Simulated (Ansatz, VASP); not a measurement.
Two plane-wave programs on BN

```
CELL_PARAMETERS angstrom
0.00000 1.80750 1.78943
1.80750 0.00000 1.78943
1.80750 1.80750 0.00000
ATOMIC_POSITIONS crystal
B 0.00000 0.00000 0.00000
N 0.25000 0.25000 0.25000
```

Alike in both runs: task single point; functional PBEsol; k mesh 10 × 10 × 10; occupations fermi-dirac, width 0.02 eV; no spin polarisation.

|  | VASP | Ansatz |
| --- | --- | --- |
| version | VASP 6.6.1 | Ansatz 0.2.0 |
| potentials or method | VASP PAW PBE potentials, release 64 (B, N), cutoff 600 eV | plane waves, PAW |
| valence electrons in the cell | 8 | 8 |

```tsv
	VASP	Ansatz	Ansatz less VASP
pressure (GPa)	1.2	0.9	-0.29
traceless stress, the component that is largest in VASP (GPa)	4.04	4.04	-0.001
```

VASP's potentials were made for PBE, not for PBEsol. The functional is the same, so the differences come from potentials, cutoffs and numerics.
